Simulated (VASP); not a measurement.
**SnO2: single point with PBE**

SnO2:

```
Sn O
1.0
     1.61677    0.93344    4.91826
    -1.61677    0.93344    4.91826
     0.00000   -1.86688    4.91826
Sn O
1 2
Direct
  0.50189 0.50189 0.49622
  0.22787 0.22787 0.24892
  0.75810 0.75810 0.77915
```

This cell differs from its parent crystal: atoms displaced along a vibrational mode.

```json
{
  "Program": "VASP 6.6.1",
  "Task": "single point",
  "Functional": "PBE",
  "Potentials or basis": "VASP PAW PBE potentials, release 64 (Sn_d, O)",
  "Cutoff": "520 eV",
  "k mesh": "12 × 12 × 12",
  "Occupations": "gaussian, width 0.05 eV",
  "Spin": "no spin polarisation"
}
```

| Quantity | Value |
| --- | --- |
| Pressure | 0.8 GPa |
| Largest force | 0.694 eV/Å |
| Band gap on the k mesh | 2.00 eV (least direct gap 2.18 eV) |

Forces in eV/Å, atoms in the order of the input:
```
Sn   0.000 -0.694  0.004
O    0.000  0.313  0.083
O    0.000  0.381 -0.087
```

Stress tensor (GPa, compression positive):
```
 0.90  0.00  0.00
 0.00  1.15 -0.25
 0.00 -0.25  0.43
```

Levels at points of the mesh, in eV from the valence-band top:
```csv
k point,band 11,band 12,band 13,band 14,band 15,band 16
"(0.00, 0.00, 0.00)",-0.87,-0.87,-0.18,2.00,5.77,11.04
"(0.50, 0.00, 0.00)",-1.38,-0.54,-0.48,5.34,7.73,10.06
"(0.00, 0.00, 0.50)",-1.38,-0.55,-0.47,5.35,7.72,10.06
"(0.50, 0.50, 0.00)",-1.12,-0.44,-0.04,5.13,6.98,10.72
"(0.50, 0.00, 0.50)",-1.13,-0.44,-0.04,5.13,6.99,10.72
"(0.50, 0.50, 0.50)",-1.16,-0.83,-0.83,3.10,5.66,11.23
```

It took 7 min on 1 thread of AMD EPYC 9R45 96-Core Processor (Zen 5), on a shared host, peak memory 0.5 GiB.

Caveat: the cell differs from its parent crystal (atoms displaced along a vibrational mode); spin-orbit coupling is left out, which moves the levels of the heavy elements. A k mesh can miss the band edges.
